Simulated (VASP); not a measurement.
The system is Si.

```
CELL_PARAMETERS angstrom
0.00000 2.73576 2.73576
2.73576 0.00000 2.73576
2.73576 2.73576 0.00000
ATOMIC_POSITIONS crystal
Si 0.50000 0.50000 0.50000
Si 0.75000 0.75000 0.75000
```

Base run:

- Program: VASP 6.6.1
- Functional: PBE
- Potentials or basis: VASP PAW PBE potentials, release 64 (Si)
- Cutoff: 520 eV
- k mesh: 6 × 6 × 6
- Occupations: gaussian, width 0.05 eV
- Spin: no spin polarisation

Its results: band gap on the k mesh 0.75 eV (least direct gap 2.55 eV); pressure -0.1 GPa.

Q: The run is repeated on the same cell with these changes: functional from PBE to HSE06. What comes out?

A: Band gap on the k mesh 1.33 eV (least direct gap 3.31 eV); pressure -1.9 GPa.

Caveats: the PAW data sets were made with another functional, which shifts forces and pressure a little (at least some runs).

A k mesh can miss the band edges.
